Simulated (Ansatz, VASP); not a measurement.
## Mg2SO in VASP and in Ansatz

POSCAR

```
Mg2SO
1.0
    3.4083939418      0.0000000000      0.0000000000
    0.0000000000      3.4083939418      0.0000000000
    0.0000000000      0.0000000000      4.7335041862
O Mg S
1 2 1
Direct
    0.0000000000      0.0000000000      0.0000000000
    0.0000000000      0.0000000000      0.5000000000
    0.5000000000      0.5000000000      0.0000000000
    0.5000000000      0.5000000000      0.5000000000
```

INCAR.step1

```
PREC = Accurate ; ENCUT = 520
ISMEAR = 0 ; SIGMA = 0.01
LREAL = False ; LASPH = True
NELM = 80 ; NBANDS = 16
GGA = PE ; ALGO = Normal
EDIFF = 1E-4 ; LWAVE = True
LCHARG = False
```

INCAR.step2

```
PREC = Accurate ; ENCUT = 520
EDIFF = 1E-7 ; ISMEAR = 0
SIGMA = 0.01 ; LREAL = False
LASPH = True ; NELM = 80
ALGO = Normal ; ISIF = 2
LWAVE = False ; LCHARG = False
METAGGA = R2SCAN ; LMIXTAU = True
NBANDS = 16 ; ISTART = 1
```

File KPOINTS:

```
Automatic mesh
0
Gamma
  8 8 6
```

Input for Ansatz:

```yaml
crystal:
  lattice:
    - [3.4083939418, 0.0, 0.0]
    - [0.0, 3.4083939418, 0.0]
    - [0.0, 0.0, 4.7335041862]
  atoms:
    - { symbol: O, position: [0.0, 0.0, 0.0] }
    - { symbol: Mg, position: [0.0, 0.0, 0.5] }
    - { symbol: S, position: [0.5, 0.5, 0.5] }
    - { symbol: Mg, position: [0.5, 0.5, 0.0] }
kpoints:
  mp_grid: { grid: [8, 8, 6] }
  band_path:
    path:
      - [0.0, 0.0, 0.0]
      - [0.0, 0.5, 0.0]
      - [0.5, 0.5, 0.0]
      - [0.0, 0.0, 0.5]
      - [0.0, 0.5, 0.5]
      - [0.5, 0.5, 0.5]
    npoints: 1
hamiltonian:
  xc: r2scan
scf:
  occupations: { method: fixed }
  n_extra_bands: 5
output:
  forces: true
  stress: true
  eigenvalues: true
```

Change from the starting cell: uniaxial_z strain -0.6%.

Alike in both runs: task single point; functional r2SCAN; k mesh 8 × 8 × 6; no spin polarisation.

|  | VASP | Ansatz |
| --- | --- | --- |
| version | VASP 6.6.1 | Ansatz 0.2.0 |
| potentials or method | VASP PAW PBE potentials, release 64 (O, Mg, S) | plane waves, PAW |
| plane-wave cutoff (eV) | 520 | 500 |
| occupations | gaussian, width 0.01 eV | fixed |
| valence electrons in the cell | 16 | 32 |

VASP gave:

* gap on the k mesh at the Fermi level (eV): 3.99
* pressure (GPa): 0.1

Q: Estimate Ansatz's values.

A: gap on the k mesh at the Fermi level (eV): 4.02; pressure (GPa): 0.7.

VASP's potentials were made for PBE, not for r2SCAN. VASP's potentials hold 16 valence electrons a cell and Ansatz's 32, so a difference there can come from the potentials and not from the codes.
